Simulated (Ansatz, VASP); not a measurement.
# Two plane-wave programs on ZnS

Contents of INCAR:

```
  PREC = Accurate
  ENCUT = 520
  EDIFF = 1E-6
  ISMEAR = 0
  SIGMA = 0.05
  LREAL = False
  LASPH = True
  NELM = 100
  ALGO = Normal
  ISIF = 2
  LWAVE = False
  LCHARG = False
  GGA = CA
  NBANDS = 36
```

KPOINTS

```
Automatic mesh
0
Gamma
  8 8 3
```

The input POSCAR:

```
ZnS
1.0
    2.7046500000     -2.7046500000      0.0000000000
    2.7046500000      0.0000000000     -2.7046500000
    9.0156803100      3.6061098450      3.6061098450
Zn S
3 3
Direct
    0.5833069433      0.5833069433      0.1250333333
   -0.5278263900     -0.5278263900      0.7917000000
    0.0277402767      0.0277402767      0.4583666667
    0.0832819433      0.0832819433      0.8750333333
    0.6388486100      0.6388486100      0.5417000000
    0.1944152767      0.1944152767      0.2083666667
```

Input for Ansatz:

```yaml
crystal:
  lattice:
    - [2.70465, -2.70465, 0.0]
    - [2.70465, 0.0, -2.70465]
    - [9.01568031, 3.606109845, 3.606109845]
  atoms:
    - { symbol: Zn, position: [0.5833069433, 0.5833069433, 0.1250333333] }
    - { symbol: Zn, position: [-0.52782639, -0.52782639, 0.7917] }
    - { symbol: Zn, position: [0.0277402767, 0.0277402767, 0.4583666667] }
    - { symbol: S, position: [0.0832819433, 0.0832819433, 0.8750333333] }
    - { symbol: S, position: [0.63884861, 0.63884861, 0.5417] }
    - { symbol: S, position: [0.1944152767, 0.1944152767, 0.2083666667] }
basis:
  ecutwfc: 420
kpoints:
  mp_grid: { grid: [8, 8, 3] }
hamiltonian:
  xc: lda
scf:
  occupations: { method: gaussian, width: 0.05 }
output:
  forces: true
  stress: true
  eigenvalues: true
```

Alike in both runs: task single point; functional LDA; k mesh 8 × 8 × 3; occupations gaussian, width 0.05 eV; no spin polarisation.

|  | VASP | Ansatz |
| --- | --- | --- |
| version | VASP 6.6.1 | Ansatz 0.2.0 |
| potentials or method | VASP PAW LDA potentials, release 64 (Zn, S), cutoff 520 eV | scalar-relativistic, plane waves, PAW |
| valence electrons in the cell | 54 | 54 |

Ansatz gave:

```
gap on the k mesh at the Fermi level (eV)                     : 1.36
least direct gap on the mesh (eV)                             : 1.36
pressure (GPa)                                                : -5.8
traceless stress, the component that is largest in VASP (GPa) : 0.79
rms of the force components (eV/Å)                            : 0.161
```

Task: Estimate VASP's values.

Result: gap on the k mesh at the Fermi level (eV): 1.39; least direct gap on the mesh (eV): 1.39; pressure (GPa): -5.6; traceless stress, the component that is largest in VASP (GPa): 0.77; rms of the force components (eV/Å): 0.162.

LDA's correlation is that of Perdew and Zunger in VASP and of Perdew and Wang (1992) in Ansatz. Atom by atom the forces differ by 0.005 eV/Å (rms over components).
